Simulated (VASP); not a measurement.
Write the native input for VASP 6.6.1 that does the following.

```
Task                   : single point
Functional             : PBE
Potentials or basis    : VASP PAW PBE potentials, release 64 (Al, P)
Cutoff                 : 520 eV
k mesh                 : 18 × 12 × 8
Occupations            : gaussian, width 0.1 eV
Spin                   : no spin polarisation
Dipole correction      : no
Further INCAR settings : ALGO = Normal; EDIFF = 1e-06; NBANDS = 12
```

The structure of Al2P lies in POSCAR:

```
Al2P
1.0
    2.7562534186      0.0000000000      0.0000000000
    0.0000000000      3.6420220223      0.0000000000
    0.0000000000      0.0000000000      6.0405472199
Al P
2 1
Direct
    0.5000000000      0.0000000000      0.2224811008
    0.5000000000      0.0000000000      0.7775188992
    0.5000000000      0.5000000000      0.5000000000
```

The cell was built from a structure type or drawn by symmetry, and may not be a known phase.

These files were run (other wordings do the same):

INCAR

```
SYSTEM = Al2P
PREC = Accurate
ENCUT = 520
EDIFF = 1E-6
ISMEAR = 0
SIGMA = 0.1
LREAL = .False.
LASPH = .True.
NELM = 60
ALGO = Normal
ISIF = 2
LWAVE = .False.
LCHARG = .False.
GGA = PE
NBANDS = 12
```

KPOINTS

```
regular mesh
0
Gamma
  18 12 8
  0 0 0
```

Potentials or basis: VASP PAW PBE potentials, release 64 (Al, P).

The run is started by

```bash
$ cat potpaw_PBE.64/Al/POTCAR potpaw_PBE.64/P/POTCAR > POTCAR
$ mpirun -np 1 vasp_std > vasp.out
```

Results of the run:

```
Pressure               : -0.1 GPa
Largest force          : 0.003 eV/Å
Band gap on the k mesh : zero (an odd number of electrons rules out a gap without spin polarisation)
```

It took 2.4 min on 1 thread of AMD EPYC 7R13 Processor (Zen 3) (shared host), peak memory 0.31 GiB.
